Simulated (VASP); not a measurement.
# Fe (Pm-3m) in VASP: a series of runs, part 3 of 4

VASP 6.6.1. The steps go on from the part before.

## Step 5: Single point, revPBE, collinear spin, ferromagnetic start (volume scaled by 0.88)

Contents of INCAR:

```
SYSTEM = Fe
ALGO = Normal
EDIFF = 1E-6
ENCUT = 520
GGA = RE
ISIF = 2
ISMEAR = -1
ISPIN = 2
LASPH = .TRUE.
LCHARG = .FALSE.
LMAXMIX = 4
LORBIT = 11
LREAL = .FALSE.
LWAVE = .FALSE.
MAGMOM = 2.467
NBANDS = 14
NELM = 150
PREC = Accurate
SIGMA = 0.05
```

Contents of KPOINTS:

```
k-points
0
G
  15 15 15
  0 0 0
```

Contents of POSCAR:

```
Fe
1.0
    2.2917009110      0.0000000000      0.0000000000
    0.0000000000      2.2917009110      0.0000000000
    0.0000000000      0.0000000000      2.2917009110
Fe
1
Direct
    0.0000000000      0.0000000000      0.0000000000
```

Potentials or basis: VASP PAW PBE potentials, release 64 (Fe).

Command:

```console
> cat potpaw_PBE.64/Fe/POTCAR > POTCAR
> mpirun -np 1 vasp_std > vasp.out
```

OUTCAR:

```text
SYSTEM = Fe
   EDIFF = 1E-6
   ENCUT = 520
   GGA = RE
   ISIF = 2
   ISMEAR = -1
   ISPIN = 2
   LASPH = .TRUE.
   LORBIT = 11
   LREAL = .FALSE.
   NELM = 150
   PREC = Accurate

 ion  position               nearest neighbor table
   1  0.000  0.000  0.000-

  LATTYP: Found a simple cubic cell.
 ALAT       =     2.2917009110

  Lattice vectors:

 A1 = (   2.2917009110,   0.0000000000,   0.0000000000)
 A2 = (   0.0000000000,   2.2917009110,   0.0000000000)
 A3 = (   0.0000000000,   0.0000000000,   2.2917009110)

Analysis of symmetry for initial positions (statically):
=====================================================================
 Subroutine PRICEL returns:
 Original cell was already a primitive cell.

 Routine SETGRP: Setting up the symmetry group for a
 simple cubic supercell.

 Subroutine GETGRP returns: Found 48 space group operations
 (whereof 48 operations were pure point group operations)
 out of a pool of 48 trial point group operations.

The static configuration has the point symmetry O_h .

Analysis of symmetry for dynamics (positions and initial velocities):
=====================================================================
 Subroutine PRICEL returns:
 Original cell was already a primitive cell.

 Routine SETGRP: Setting up the symmetry group for a
 simple cubic supercell.

 Subroutine GETGRP returns: Found 48 space group operations
 (whereof 48 operations were pure point group operations)
 out of a pool of 48 trial point group operations.

The dynamic configuration has the point symmetry O_h .

Analysis of structural, dynamic, and magnetic symmetry:
=====================================================================
 Subroutine PRICEL returns:
 Original cell was already a primitive cell.

 Routine SETGRP: Setting up the symmetry group for a
 simple cubic supercell.

 Subroutine GETGRP returns: Found 48 space group operations
 (whereof 48 operations were pure point group operations)
 out of a pool of 48 trial point group operations.

The overall configuration has the point symmetry O_h .

 Subroutine INISYM returns: Found 48 space group operations
 (whereof 48 operations are pure point group operations),
 and found     1 'primitive' translations

----------------------------------------------------------------------------------------

                                     Primitive cell

  volume of cell :      12.0358

  direct lattice vectors                    reciprocal lattice vectors
     2.291700911  0.000000000  0.000000000     0.436357116  0.000000000  0.000000000
     0.000000000  2.291700911  0.000000000     0.000000000  0.436357116  0.000000000
     0.000000000  0.000000000  2.291700911     0.000000000  0.000000000  0.436357116

  length of vectors
     2.291700911  2.291700911  2.291700911     0.436357116  0.436357116  0.436357116

  position of ions in fractional coordinates (direct lattice)
     0.000000000  0.000000000  0.000000000

  ion indices of the primitive-cell ions
   primitive index   ion index
                 1           1

----------------------------------------------------------------------------------------

 KPOINTS: k-points

Automatic generation of k-mesh.
 Grid dimensions read from file:
[... 66 lines left out ...]
   LREAL  =      F    real-space projection
   EDIFFG = 0.1E-04   stopping-criterion for IOM
   NSW    =      0    number of steps for IOM
   IBRION =     -1    ionic relax: 0-MD 1-quasi-New 2-CG
   NFREE  =      0    steps in history (QN), initial steepest desc. (CG)
   ISIF   =      2    stress and relaxation
   ISYM   =      2    0-nonsym 1-usesym 2-fastsym
   POTIM  = 0.5000    time-step for ionic-motion
   TEBEG  =    0.0;   TEEND  =   0.0 temperature during run
   PSTRESS=    0.0 pullay stress
   NELECT =       8.0000    total number of electrons
   NUPDOWN=      -1.0000    fix difference up-down
   EMIN   =  10.00;   EMAX   =-10.00  energy-range for DOS
   EFERMI =   0.00;   METHOD = LEGACY
   ISMEAR =    -1;   SIGMA  =   0.05  broadening in eV -4-tet -1-fermi 0-gaus
   EFERMI_NEDOS =   21; number of points for ismear=-14 and -15
   IALGO  =     38    algorithm
   IMIX   =      4    mixing-type and parameters
     AMIX     =   0.40;   BMIX     =  1.00
     AMIX_MAG =   1.60;   BMIX_MAG =  1.00
  volume/ion in A,a.u.               =      12.04        81.22
  Fermi-wavevector in a.u.,A,eV,Ry     =   1.428719  2.699888 27.772738  2.041239
  Thomas-Fermi vector in A             =   2.548751
   LORBIT       =     11    0 simple, 1 ext, 2 COOP (PROOUT), +10 PAW based schemes
   GGA     = RE    functional components
   LHFCALC =     F    Hartree Fock is set to
   AEXX    =    0.0000 exact exchange contribution
   IVDW    =     0    specifies the selected vdW correction
   LEPSILON=     F    determine dielectric tensor
   LRPA    =     F    only Hartree local field effects (RPA)
 spin polarized calculation
  energy-cutoff  :      520.00
  volume of cell :       12.04
 maximum number of plane-waves:       341
 NGX is ok and might be reduce to    18
   NGX =  9   NGY =  9   NGZ =  9

 number of electron       7.9999993 magnetization       2.2378626

 Free energy of the ion-electron system (eV)
  ---------------------------------------------------
  ext. energy  EPLUGINS =         0.00000000
  ---------------------------------------------------
  free energy    TOTEN  =        -7.04824858 eV

  energy without entropy =       -7.04232951  energy(sigma->0) =       -7.04528905

 E-fermi :   5.6166     XC(G=0): -12.6209

 val. band max:        5.6116251708   @ k =   0.4667   0.4667   0.3333
 cond. band min:       5.6334246274   @ k =   0.4000   0.2667   0.2000
 fundamental gap:      0.0217994566
 Fermi energy:         5.6165823441

 spin component 1

 k-point     1 :       0.0000    0.0000    0.0000
  band No.  band energies     occupation
      1      -2.6477      1.00000
      2       1.4113      1.00000
      3       1.4113      1.00000
      4       5.2965      0.99834
      5       5.2965      0.99834
      6       5.2965      0.99834
      7      25.6384      0.00000
      8      25.6384      0.00000
      9      25.6384      0.00000
     10      29.7231      0.00000
     11      29.7231      0.00000
     12      34.5447      0.00000
     13      47.1719      0.00000
     14      47.1719      0.00000
[... 379 lines left out ...]
      3       3.1648      1.00000
      4       4.2906      1.00000
      5       4.8999      1.00000
      6       4.9225      1.00000
      7      14.5108      0.00000
      8      21.9182      0.00000
      9      30.4486      0.00000
     10      31.4345      0.00000
     11      32.0454      0.00000
     12      40.0366      0.00000
     13      40.8991      0.00000
     14      42.4796      0.00000

 [... further k-points ...]

 spin component 2

 k-point     1 :       0.0000    0.0000    0.0000
  band No.  band energies     occupation
      1      -2.3780      1.00000
      2       2.7805      1.00000
      3       2.7810      1.00000
      4       8.2700      0.00000
      5       8.2701      0.00000
      6       8.2707      0.00000
      7      26.2392      0.00000
      8      26.2392      0.00000
      9      26.2393      0.00000
     10      30.1037      0.00000
     11      30.1038      0.00000
     12      34.3967      0.00000
     13      47.5761      0.00000
     14      47.5761      0.00000
[... 379 lines left out ...]
      3       4.6433      1.00000
      4       6.8906      0.00000
      5       7.0937      0.00000
      6       7.8330      0.00000
      7      15.3324      0.00000
      8      22.5316      0.00000
      9      30.8854      0.00000
     10      32.1790      0.00000
     11      32.2756      0.00000
     12      40.3348      0.00000
     13      41.6282      0.00000
     14      42.7583      0.00000

 [... further k-points ...]
[... 5 lines left out ...]
  --------------------------------------------------------------------------------------
  -------------------------------------------------------------------------------------
  Total        1.4688689      1.4688689      1.4688689      0.0000000      0.0000000     -0.0000000
  in kB      195.5328835    195.5328835    195.5328835      0.0000000      0.0000000     -0.0000000
  external PRESSURE =     195.5328835 kB  Pullay stress =       0.0000000 kB

 VOLUME and BASIS-vectors are now :
 -----------------------------------------------------------------------------
  energy-cutoff  :      520.00
  volume of cell :       12.04
      direct lattice vectors                 reciprocal lattice vectors
     2.291700911  0.000000000  0.000000000     0.436357116  0.000000000  0.000000000
     0.000000000  2.291700911  0.000000000     0.000000000  0.436357116  0.000000000
     0.000000000  0.000000000  2.291700911     0.000000000  0.000000000  0.436357116

 POSITION                                       TOTAL-FORCE (eV/Angst)
 -----------------------------------------------------------------------------------
      0.00000      0.00000      0.00000         0.000000      0.000000      0.000000
 -----------------------------------------------------------------------------------
    total drift:                                0.000000      0.000000      0.000000

  FREE ENERGIE OF THE ION-ELECTRON SYSTEM (eV)
  ---------------------------------------------------
  free  energy   TOTEN  =        -7.0482485807 eV

  energy  without entropy=       -7.0423295117  energy(sigma->0) =       -7.04528905

 total charge

# of ion       s       p       d       tot
------------------------------------------
    1        0.531   0.473   6.352   7.357

 magnetization (x)

# of ion       s       p       d       tot
------------------------------------------
    1        0.001  -0.013   2.236   2.225
```

stdout:

```text
POSCAR found type information on POSCAR Fe
 POSCAR found :  1 types and       1 ions
 scaLAPACK will be used
 -----------------------------------------------------------------------------
|                                                                             |
|                                                                             |
|     You enforced a specific xc type in the INCAR file but a different       |
|     I HOPE YOU KNOW WHAT YOU ARE DOING!                                     |
|                                                                             |
 -----------------------------------------------------------------------------

 LDA part: xc-table for (Slater+PW92), standard interpolation
 POSCAR, INCAR and KPOINTS ok, starting setup
 FFT: planning ... GRIDC
 FFT: planning ... GRID_SOFT
 FFT: planning ... GRID
 WAVECAR not read
 entering main loop
```

Wall time 28 s (1 thread of Intel Xeon Platinum 8259CL at 2.50GHz (Skylake/Cascade Lake), shared host); peak memory 0.14 GiB.

Results:

```yaml
Free_energy: -7.0482 eV
Pressure: 19.6 GPa
Net_moment: 2.24 μB per cell
Site_moments: Fe +2.23 μB
Valence_electrons_inside_the_program's_atomic_spheres: Fe 7.36
```

Caveat: the PAW data sets were made with another functional, which shifts forces and pressure a little.

[end of part 3 of 4]
